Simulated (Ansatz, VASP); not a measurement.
**Two plane-wave programs on YSiF3**

```
Y Si F
1.0
     7.98493    0.00000    0.00000
     0.00000    7.98493    0.00000
     0.00000    0.00000    3.71609
Y Si F
2 2 6
Direct
  0.00000 0.50000 0.50000
  0.50000 0.00000 0.50000
  0.50000 0.50000 0.00000
  0.00000 0.00000 0.00000
  0.88965 0.38965 0.00000
  0.61035 0.88965 0.00000
  0.50000 0.50000 0.50000
  0.11035 0.61035 0.00000
  0.38965 0.11035 0.00000
  0.00000 0.00000 0.50000
```

Alike in both runs: functional PBE; k mesh 6 × 6 × 10; occupations gaussian, width 0.1 eV; no spin polarisation.

Ansatz relaxed the structure, and its values are those at the end. VASP's run is a single point on that final structure, the one shown.

```csv
,VASP,Ansatz
version,VASP 6.6.1,Ansatz 0.2.0
potentials or method,"VASP PAW PBE potentials, release 64 (Y_sv, Si, F), cutoff 520 eV","scalar-relativistic, plane waves, PAW"
valence electrons in the cell,72,72
```

Ansatz gave:

```
gap on the k mesh at the Fermi level (eV) : none
pressure (GPa)                            : 0.0
rms of the force components (eV/Å)        : 0.001
```

Problem. What did VASP give for the same quantities?

Solution. gap on the k mesh at the Fermi level (eV): none; pressure (GPa): 0.0; rms of the force components (eV/Å): 0.004.

A gap of «none» marks a metal or a gap that the smearing closes.
